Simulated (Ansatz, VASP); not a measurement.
## Cd in VASP and in Ansatz

Contents of INCAR:

```
SYSTEM = Cd
  PREC = Accurate
  ENCUT = 520
  EDIFF = 1E-6
  ISMEAR = -1
  SIGMA = 0.08
  LREAL = .False.
  LASPH = .True.
  NELM = 80
  ALGO = Normal
  ISIF = 2
  LWAVE = .False.
  LCHARG = .False.
  GGA = PE
  NBANDS = 25
```

KPOINTS

```
Automatic mesh
0
Gamma
  7 7 10
  0 0 0
```

Contents of POSCAR:

```
Cd
1.0
    5.1413878578      0.0000000000      0.0000000000
   -2.5706939289      4.4525724956      0.0000000000
    0.0000000000      0.0000000000      3.0991824661
Cd
3
Direct
    0.0000000000      0.0000000000      0.0000000000
    0.3333333333      0.6666666667      0.5000000000
    0.6666666667      0.3333333333      0.5000000000
```

Input for Ansatz:

```yaml
crystal:
  lattice:
    - [5.1413878578, 0.0, 0.0]
    - [-2.5706939289, 4.4525724956, 0.0]
    - [0.0, 0.0, 3.0991824661]
  atoms:
    - { symbol: Cd, position: [0.0, 0.0, 0.0] }
    - { symbol: Cd, position: [0.3333333333, 0.6666666667, 0.5] }
    - { symbol: Cd, position: [0.6666666667, 0.3333333333, 0.5] }
kpoints:
  mp_grid: { grid: [7, 7, 10] }
  band_path:
    path:
      - [0.0, 0.0, 0.0]
      - [0.5, 0.0, 0.0]
      - [0.3333333333, 0.3333333333, 0.0]
      - [0.0, 0.0, 0.0]
      - [0.0, 0.0, 0.5]
      - [0.5, 0.0, 0.5]
      - [0.3333333333, 0.3333333333, 0.5]
      - [0.0, 0.0, 0.5]
      - [0.5, 0.0, 0.5]
    npoints: 8
scf:
  occupations: { method: fermi_dirac, width: 0.08 }
hamiltonian:
  xc: pbe
  pseudopotentials: { kind: paw }
output:
  forces: true
  stress: true
  eigenvalues: true
  populations: true
  dos: { projected: true, de: 0.2, e_range: [-14, 8] }
```

Change from the starting cell: volume scaled by 1, PAW files.

Alike in both runs: task single point; functional PBE; k mesh 7 × 7 × 10; occupations fermi-dirac, width 0.08 eV; no spin polarisation.

|  | VASP | Ansatz |
| --- | --- | --- |
| version | VASP 6.6.1 | Ansatz 0.2.0 |
| potentials or method | VASP PAW PBE potentials, release 64 (Cd) | PAW with Ansatz's default frozen-core files, scalar-relativistic |
| plane-wave cutoff (eV) | 520 | 420 |
| valence electrons in the cell | 36 | 60 |

Ansatz gave:

| Item | Value |
| --- | --- |
| pressure (GPa) | 0.0 |

**Question.** What did VASP give for the same quantities?

**Answer.** Pressure (GPa): 0.2.

VASP's potentials hold 36 valence electrons a cell and Ansatz's 60, so a difference there can come from the potentials and not from the codes.
